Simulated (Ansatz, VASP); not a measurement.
ZrB2: VASP beside Ansatz

Contents of INCAR:

```
SYSTEM = ZrB2
PREC     = Accurate       ! precision mode
ENCUT    = 420            ! plane-wave cutoff, eV
EDIFF    = 1E-8           ! SCF threshold, eV
ISMEAR   = -1             ! smearing method
SIGMA    = 0.05           ! smearing width, eV
LREAL    = .FALSE.        ! projectors in reciprocal space
LASPH    = .TRUE.         ! aspherical terms in the spheres
NELM     = 120            ! most SCF steps
ALGO     = Normal         ! electronic algorithm
ISIF     = 2              ! what is computed and relaxed
LWAVE    = .FALSE.        ! write WAVECAR
LCHARG   = .FALSE.        ! write CHGCAR
GGA      = PE             ! functional
LEFG     = .TRUE.       
NBANDS   = 16             ! bands
GGA_COMPAT= .FALSE.
```

The input KPOINTS:

```
Automatic mesh
0
G
  12 12 9
  0 0 0
```

File POSCAR:

```
ZrB2
1.0
    3.2599498203      0.0000000000      0.0000000000
   -1.6299749102      2.8231993595      0.0000000000
    0.0000000000      0.0000000000      3.5200000000
Zr B
1 2
Direct
    0.0000000000      0.0000000000      0.0000000000
    0.3333333333      0.6666666667      0.5000000000
    0.6666666667      0.3333333333      0.5000000000
```

Input for Ansatz:

```yaml
crystal:
  lattice:
    - [3.2599498203, 0.0, 0.0]
    - [-1.6299749102, 2.8231993595, 0.0]
    - [0.0, 0.0, 3.52]
  atoms:
    - { symbol: Zr, position: [0.0, 0.0, 0.0] }
    - { symbol: B, position: [0.3333333333, 0.6666666667, 0.5] }
    - { symbol: B, position: [0.6666666667, 0.3333333333, 0.5] }
kpoints:
  mp_grid: { grid: [12, 12, 9] }
scf:
  occupations: { method: fermi_dirac, width: 0.05 }
hamiltonian:
  xc: pbe
  pseudopotentials: { kind: all_electron, datasets: crystal }
output:
  forces: true
  stress: true
  eigenvalues: true
  efg: { contact_densities: true }
```

Change from the starting cell: equal xx and yy strain of +3 %, crystal datasets.

Alike in both runs: task electric field gradients; functional PBE; k mesh 12 × 12 × 9; occupations fermi-dirac, width 0.05 eV; no spin polarisation.

```csv
,VASP,Ansatz
version,VASP 6.6.1,Ansatz 0.2.0
potentials or method,"VASP PAW PBE potentials, release 64 (Zr_sv, B), cutoff 420 eV","all-electron PAW with datasets made for the crystal, scalar-relativistic"
```

VASP gave:

| Property | Result |
| --- | --- |
| size of Vzz on the site where it differs most (V/Å²) | 35.8 |

Task: Estimate Ansatz's values.

Result: Size of Vzz on the site where it differs most (V/Å²): 38.5.

Ansatz ran all-electron here, and VASP with PAW potentials.
